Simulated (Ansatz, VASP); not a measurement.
**One calculation of BN, two programs**

```
B N
1.0
    -0.01389    1.80899    1.80899
     1.80899   -0.01389    1.80899
     1.80899    1.80899   -0.01389
B N
1 1
Direct
  0.00000 0.00000 0.00000
  0.25000 0.25000 0.25000
```

Change from the starting cell: epitaxial_111 strain +1.0%.

Alike in both runs: task single point; functional HSE06; k mesh 8 × 8 × 8; no spin polarisation.

|  | VASP | Ansatz |
| --- | --- | --- |
| version | VASP 6.6.1 | Ansatz 0.2.0 |
| potentials or method | VASP PAW PBE potentials, release 64 (B, N) | plane waves, PAW |
| plane-wave cutoff (eV) | 520 | 420 |
| occupations | gaussian, width 0.01 eV | fixed |
| valence electrons in the cell | 8 | 8 |

Ansatz gave:

- gap on the k mesh at the Fermi level (eV): 5.75
- pressure (GPa): -11.3
- traceless stress, the component that is largest in VASP (GPa): 3.45
- rms of the force components (eV/Å): 0.009

Question: What did VASP give for the same quantities?

Answer: gap on the k mesh at the Fermi level (eV): 5.73; pressure (GPa): -10.8; traceless stress, the component that is largest in VASP (GPa): 3.48; rms of the force components (eV/Å): 0.011.

Atom by atom the forces differ by 0.002 eV/Å (rms over components). Ansatz's warnings: stress exchange threshold loose, stress scf threshold loose.
